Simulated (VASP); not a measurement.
## LiF: single point with r2SCAN

LiF:

```
Li F
1.0
     0.00000    2.10463    2.01400
     2.10463    0.00000    2.01400
     2.10463    2.10463    0.00000
Li F
1 1
Direct
  0.00000 0.00000 0.00000
  0.50000 0.50000 0.50000
```

This cell differs from its parent crystal: strain +0.0450 x Voigt [1, 1, 0, 0, 0, 0].

```
Program                : VASP 6.6.1
Task                   : single point
Functional             : r2SCAN
Potentials or basis    : VASP PAW PBE potentials, release 64 (Li_sv, F)
Cutoff                 : 520 eV
k mesh                 : 10 × 10 × 10
Occupations            : gaussian, width 0.05 eV
Spin                   : no spin polarisation
Dipole correction      : no
Further INCAR settings : ALGO = Normal; EDIFF = 1e-06; NBANDS = 12
```

| Property | Result |
| --- | --- |
| Band gap on the k mesh | 9.41 eV, direct |

Levels at points of the mesh, in eV from the valence-band top:
| k point | band 1 | band 2 | band 3 | band 4 | band 5 | band 6 | band 7 | band 8 | band 9 | band 10 |
| --- | --- | --- | --- | --- | --- | --- | --- | --- | --- | --- |
| (0.00, 0.00, 0.00) | -42.29 | -20.90 | -0.11 | 0.00 | 0.00 | 9.41 | 24.44 | 24.44 | 24.49 | 24.49 |
| (0.50, 0.00, 0.00) | -42.25 | -20.55 | -2.27 | -0.28 | -0.21 | 11.32 | 17.01 | 19.26 | 20.09 | 30.38 |
| (0.50, 0.50, 0.00) | -42.24 | -20.32 | -2.66 | -0.99 | -0.99 | 15.72 | 16.58 | 18.03 | 20.38 | 20.39 |
| (0.50, 0.00, 0.50) | -42.24 | -20.36 | -2.68 | -1.00 | -0.75 | 14.91 | 17.18 | 17.91 | 20.69 | 21.37 |

It used 34 s of CPU time on 1 thread of Intel(R) Xeon(R) Platinum 8488C (Sapphire Rapids), on a shared host.

Caveat: the cell differs from its parent crystal (strain +0.0450 x Voigt [1, 1, 0, 0, 0, 0]). A k mesh can miss the band edges.
